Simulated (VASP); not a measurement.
# AlN (P6_3mc) in VASP: relaxation of cell and atoms with r2SCAN+rVV10

Aim: the relaxation of cell and atoms of AlN with r2SCAN+rVV10.

Program: VASP 6.6.1. These are calculated values, not measurements. Logs are shortened: lines on timing, memory, paths and dates and some standing lists are left out, and cuts for length are marked.

## (1) The cell of the first run

The structure is hexagonal, space group P6_3mc (No. 186). Conventional cell: a = 3.114 Å, b = 3.114 Å, c = 4.984 Å, α = 90.00°, β = 90.00°, γ = 120.00°. Within 2.5 Å of Al (site symmetry 3m) lie 4 N at 1.89 to 1.90 Å. N (site symmetry 3m) has 4 Al at 1.89 to 1.90 Å within 2.5 Å.

## (2) Relaxation of cell and atoms, r2SCAN+rVV10

Contents of POSCAR:

```
AlN
1.0
    1.5569251901     -2.6966135497      0.0000000000
    1.5569251901      2.6966135497      0.0000000000
    0.0000000000      0.0000000000      4.9835831431
Al N
2 2
Direct
    0.8333329373      0.1666670627      0.9965087722
    0.1666670627      0.8333329373      0.4965087722
    0.1666697197      0.8333302803      0.8784912278
    0.8333302803      0.1666697197      0.3784912278
```

Contents of INCAR.step1:

```
SYSTEM = AlN
PREC = Accurate
ENCUT = 600
ISMEAR = -1
SIGMA = 0.03
LREAL = .False.
LASPH = .True.
NELM = 100
GGA = PE
ALGO = Normal
EDIFF = 1E-4
LWAVE = .True.
LCHARG = .False.
```

Contents of INCAR.step2:

```
SYSTEM = AlN
PREC = Accurate
ENCUT = 600
EDIFF = 1E-6
ISMEAR = -1
SIGMA = 0.03
LREAL = .False.
LASPH = .True.
NELM = 100
ALGO = Normal
ISIF = 3
LWAVE = .False.
LCHARG = .False.
METAGGA = R2SCAN
LMIXTAU = .True.
LUSE_VDW = .True.
IVDW_NL = 2
BPARAM = 11.95
CPARAM = 0.0093
IBRION = 2
NSW = 100
EDIFFG = -0.01
ISTART = 1
```

Contents of KPOINTS:

```
regular mesh
0
Gamma
  12 12 6
  0 0 0
```

Potentials or basis: VASP PAW PBE potentials, release 64 (Al, N).

Run with:

```sh
$ cat potpaw_PBE.64/Al/POTCAR potpaw_PBE.64/N/POTCAR > POTCAR
$ cp INCAR.step1 INCAR
$ mpirun -np 1 vasp_std > vasp.out
$ cp INCAR.step2 INCAR
$ mpirun -np 1 vasp_std > vasp.out
```

OUTCAR:

```text
SYSTEM = AlN
   PREC = Accurate
   ENCUT = 600
   EDIFF = 1E-6
   ISMEAR = -1
   LREAL = .False.
   LASPH = .True.
   NELM = 100
   ISIF = 3
   METAGGA = R2SCAN
   IVDW_NL = 2
   BPARAM = 11.95
   IBRION = 2
   NSW = 100
   EDIFFG = -0.01
   ISTART = 1

 ion  position               nearest neighbor table
   1  0.833  0.167  0.997-   3 1.89   3 1.89   3 1.89   4 1.90   2 3.07   2 3.07   2 3.07   2 3.07
                             2 3.07   2 3.07
   2  0.167  0.833  0.497-   4 1.89   4 1.89   4 1.89   3 1.90   1 3.07   1 3.07   1 3.07   1 3.07
                             1 3.07   1 3.07
   3  0.167  0.833  0.878-   1 1.89   1 1.89   1 1.89   2 1.90
   4  0.833  0.167  0.378-   2 1.89   2 1.89   2 1.89   1 1.90

  LATTYP: Found a base centered orthorhombic cell.
 ALAT       =     3.1138503802
 B/A-ratio  =     1.7320122809
 C/A-ratio  =     1.6004568411

  Lattice vectors:

 A1 = (   1.5569251901,  -2.6966135497,   0.0000000000)
 A2 = (   1.5569251901,   2.6966135497,   0.0000000000)
 A3 = (   0.0000000000,   0.0000000000,   4.9835831431)

Analysis of symmetry for initial positions (statically):
=====================================================================
 Subroutine PRICEL returns:
 Original cell was already a primitive cell.

 Routine SETGRP: Setting up the symmetry group for a
 base centered orthorhombic supercell.

 Subroutine GETGRP returns: Found  4 space group operations
 (whereof  2 operations were pure point group operations)
 out of a pool of  8 trial point group operations.

The static configuration has the point symmetry C_1h.
 The point group associated with its full space group is C_2v.

Analysis of symmetry for dynamics (positions and initial velocities):
=====================================================================
 Subroutine PRICEL returns:
 Original cell was already a primitive cell.

 Routine SETGRP: Setting up the symmetry group for a
 base centered orthorhombic supercell.

 Subroutine GETGRP returns: Found  4 space group operations
 (whereof  2 operations were pure point group operations)
 out of a pool of  8 trial point group operations.

The dynamic configuration has the point symmetry C_1h.
 The point group associated with its full space group is C_2v.

 Subroutine INISYM returns: Found  4 space group operations
 (whereof  2 operations are pure point group operations),
 and found     1 'primitive' translations

----------------------------------------------------------------------------------------

                                     Primitive cell

  volume of cell :      41.8464

  direct lattice vectors                    reciprocal lattice vectors
     1.556925190 -2.696613550  0.000000000     0.321145809 -0.185417744  0.000000000
     1.556925190  2.696613550  0.000000000     0.321145809  0.185417744  0.000000000
     0.000000000  0.000000000  4.983583143     0.000000000  0.000000000  0.200658837

  length of vectors
     3.113798433  3.113798433  4.983583143     0.370829301  0.370829301  0.200658837

  position of ions in fractional coordinates (direct lattice)
     0.833332937  0.166667063  0.996508772
     0.166667063  0.833332937  0.496508772
     0.166669720  0.833330280  0.878491228
     0.833330280  0.166669720  0.378491228

  ion indices of the primitive-cell ions
   primitive index   ion index
                 1           1
                 2           2
                 3           3
                 4           4

----------------------------------------------------------------------------------------

 KPOINTS: regular mesh

Automatic generation of k-mesh.
 Grid dimensions read from file:
 generate k-points for:   12   12    6

 Generating k-lattice:

  Cartesian coordinates                     Fractional coordinates (reciprocal lattice)
     0.026762151 -0.015451479  0.000000000     0.083333333  0.000000000  0.000000000
     0.026762151  0.015451479  0.000000000     0.000000000  0.083333333  0.000000000
     0.000000000  0.000000000  0.033443140     0.000000000  0.000000000  0.166666667

  Length of vectors
     0.030902442  0.030902442  0.033443140

  Shift w.r.t. Gamma in fractional coordinates (k-lattice)
     0.000000000  0.000000000  0.000000000

 Subroutine IBZKPT returns following result:
 ===========================================

 Found    172 irreducible k-points:

 Following reciprocal coordinates:
            Coordinates               Weight
  0.000000  0.000000  0.000000      1.000000
  0.083333  0.000000  0.000000      4.000000
  0.166667 -0.000000  0.000000      4.000000
  0.250000 -0.000000  0.000000      4.000000
  0.333333  0.000000  0.000000      4.000000
  0.416667 -0.000000  0.000000      4.000000
[... 16 lines left out ...]
  0.500000  0.166667  0.000000      4.000000
 -0.416667  0.166667  0.000000      4.000000
 [... further k-points ...]
   k-points           NKPTS =    172   k-points in BZ     NKDIM =    172   number of bands    NBANDS=     12
   number of dos      NEDOS =    301   number of ions     NIONS =      4
   total plane-waves  NPLWV =  31360
   dimension x,y,z NGX =    28 NGY =   28 NGZ =   40
   dimension x,y,z NGXF=    56 NGYF=   56 NGZF=   80
   ions per type =               2   2
   NGX,Y,Z   is equivalent  to a cutoff of  14.95, 14.95, 13.34 a.u.
   NGXF,Y,Z  is equivalent  to a cutoff of  29.90, 29.90, 26.69 a.u.
 SYSTEM =  AlN
   PREC   = accura    normal or accurate (medium, high low for compatibility)
   ISTART =      1    job   : 0-new  1-cont  2-samecut
   ICHARG =      0    charge: 1-file 2-atom 10-const
   ISPIN  =      1    spin polarized calculation?
   LNONCOLLINEAR =      F non collinear calculations
   LSORBIT =      F    spin-orbit coupling
   LASPH  =      T    aspherical Exc in radial PAW
   ENCUT  =  600.0 eV  44.10 Ry    6.64 a.u.   6.22  6.22  9.95*2*pi/ulx,y,z
   NELM   =    100;   NELMIN=  2; NELMDL=  0     # of ELM steps
   EDIFF  = 0.1E-05   stopping-criterion for ELM
   LREAL  =      F    real-space projection
   EDIFFG = -.1E-01   stopping-criterion for IOM
   NSW    =    100    number of steps for IOM
   IBRION =      2    ionic relax: 0-MD 1-quasi-New 2-CG
   NFREE  =      1    steps in history (QN), initial steepest desc. (CG)
   ISIF   =      3    stress and relaxation
   ISYM   =      2    0-nonsym 1-usesym 2-fastsym
   POTIM  = 0.5000    time-step for ionic-motion
   TEBEG  =    0.0;   TEEND  =   0.0 temperature during run
   PSTRESS=    0.0 pullay stress
   NELECT =      16.0000    total number of electrons
   NUPDOWN=      -1.0000    fix difference up-down
   EMIN   =  10.00;   EMAX   =-10.00  energy-range for DOS
   EFERMI =   0.00;   METHOD = LEGACY
   ISMEAR =    -1;   SIGMA  =   0.03  broadening in eV -4-tet -1-fermi 0-gaus
   EFERMI_NEDOS =   21; number of points for ismear=-14 and -15
   IALGO  =     38    algorithm
   IMIX   =      4    mixing-type and parameters
     AMIX     =   0.40;   BMIX     =  1.00
     AMIX_MAG =   1.60;   BMIX_MAG =  1.00
  volume/ion in A,a.u.               =      10.46        70.60
  Fermi-wavevector in a.u.,A,eV,Ry     =   1.188216  2.245403 19.209488  1.411858
  Thomas-Fermi vector in A             =   2.324350
   LORBIT       =      0    0 simple, 1 ext, 2 COOP (PROOUT), +10 PAW based schemes
   METAGGA = R2SCAN    functional components
   LHFCALC =     F    Hartree Fock is set to
   AEXX    =    0.0000 exact exchange contribution
   IVDW_NL    =     2    kernel type
   BPARAM     =11.9500
   IVDW    =     0    specifies the selected vdW correction
   LEPSILON=     F    determine dielectric tensor
   LRPA    =     F    only Hartree local field effects (RPA)
 conjugate gradient relaxation of ions
 non-spin polarized calculation
  energy-cutoff  :      600.00
  volume of cell :       41.85
 maximum number of plane-waves:      1412
 NGX is ok and might be reduce to    28
   NGX = 13   NGY = 13   NGZ = 19

--------------------------------------- Ionic step        1  -------------------------------------------

 number of electron      16.0000001 magnetization

 Free energy of the ion-electron system (eV)
  ---------------------------------------------------
  ext. energy  EPLUGINS =         0.00000000
  ---------------------------------------------------
  free energy    TOTEN  =       -38.08034214 eV

  energy without entropy =      -38.08034214  energy(sigma->0) =      -38.08034214

------------------------ aborting loop because EDIFF is reached ----------------------------------------

  FORCE on cell =-STRESS in cart. coord.  units (eV):
  Direction    XX          YY          ZZ          XY          YZ          ZX
  --------------------------------------------------------------------------------------
  -------------------------------------------------------------------------------------
  Total       -0.6055101     -0.6041208     -0.5022609      0.0000000      0.0000000      0.0000000
  in kB      -23.1832211    -23.1300291    -19.2301123      0.0000000      0.0000000      0.0000000
  external PRESSURE =     -21.8477875 kB  Pullay stress =       0.0000000 kB
[... 61 lines left out ...]
  energy  without entropy=      -38.0801007755  energy(sigma->0) =      -38.08010078

--------------------------------------- Ionic step        3  -------------------------------------------

 number of electron      16.0000001 magnetization

 Free energy of the ion-electron system (eV)
  ---------------------------------------------------
  ext. energy  EPLUGINS =         0.00000000
  ---------------------------------------------------
  free energy    TOTEN  =       -38.08323998 eV

  energy without entropy =      -38.08323998  energy(sigma->0) =      -38.08323998

 E-fermi :   6.5405     XC(G=0): -11.4750

 val. band max:        5.9603324820   @ k =   0.0000   0.0000   0.0000
 cond. band min:      10.8731538790   @ k =   0.0000   0.0000   0.0000
 fundamental gap:      4.9128213970
 Fermi energy:         6.5404543417

 k-point     1 :       0.0000    0.0000    0.0000
  band No.  band energies     occupation
      1     -10.0624      2.00000
      2      -7.9175      2.00000
      3      -0.1517      2.00000
      4       5.0615      2.00000
      5       5.0616      2.00000
      6       5.7258      2.00000
      7       5.7259      2.00000
      8       5.9603      2.00000
      9      10.8732      0.00000
     10      13.4958      0.00000
     11      17.5743      0.00000
     12      17.9959      0.00000
[... 331 lines left out ...]
 k-point    24 :      -0.4167    0.1667    0.0000
  band No.  band energies     occupation
      1      -8.6147      2.00000
      2      -7.3514      2.00000
      3       1.5616      2.00000
      4       1.7171      2.00000
      5       2.1496      2.00000
      6       3.6536      2.00000
      7       4.6779      2.00000
      8       4.9435      2.00000
      9      13.0788      0.00000
     10      13.9876      0.00000
     11      15.2354      0.00000
     12      16.6792      0.00000

 [... further k-points ...]
[... 5 lines left out ...]
  --------------------------------------------------------------------------------------
  -------------------------------------------------------------------------------------
  Total       -0.0232600     -0.0225678     -0.0074587      0.0000000      0.0000000      0.0000000
  in kB       -0.8995737     -0.8727994     -0.2884629      0.0000000      0.0000000      0.0000000
  external PRESSURE =      -0.6869453 kB  Pullay stress =       0.0000000 kB
[... 19 lines left out ...]
  FREE ENERGIE OF THE ION-ELECTRON SYSTEM (eV)
  ---------------------------------------------------
  free  energy   TOTEN  =       -38.0832399774 eV

  energy  without entropy=      -38.0832399774  energy(sigma->0) =      -38.08323998

 reached required accuracy - stopping structural energy minimisation
```

It took 16 min on 1 thread of Intel Xeon Platinum 8259CL at 2.50GHz (Skylake/Cascade Lake), shared host; peak memory 0.37 GiB.

What came out:

| Item | Value |
| --- | --- |
| Free energy | -38.0832 eV |
| Relaxed volume | 10.36 Å³/atom |
| Relaxed cell | a = 3.103 Å, b = 3.103 Å, c = 4.969 Å, α = 90.00°, β = 90.00°, γ = 120.00° |
| Space group after relaxing (to 0.05 Å) | P6_3mc (No. 186) |
| Energy gained by relaxing | 0.7 meV/atom |
| Ionic steps | 3 |
| Pressure after relaxing | -0.1 GPa |
| Largest force after relaxing | 0.007 eV/Å |
| Band gap on the k mesh | 4.91 eV, direct |

Forces on the atoms (eV/Å):
```
Al   0.000  0.000  0.007
Al   0.000  0.000  0.007
N    0.000  0.000 -0.007
N    0.000  0.000 -0.007
```

Step by step:
```csv
step,energy change (eV),largest force (eV/Å),pressure (GPa),volume (Å³)
1,0.0000,0.0110,-2.18,41.85
2,0.0002,0.0028,2.28,40.99
3,-0.0029,0.0068,-0.07,41.43
```

Final structure:
```
CELL_PARAMETERS angstrom
1.55139 -2.68705 0.00000
1.55139 2.68705 0.00000
0.00000 0.00000 4.96888
ATOMIC_POSITIONS crystal
Al 0.83333 0.16667 0.99656
Al 0.16667 0.83333 0.49656
N 0.16667 0.83333 0.87844
N 0.83333 0.16667 0.37844
```

Caveat: the PAW data sets were made with another functional, which shifts forces and pressure a little.
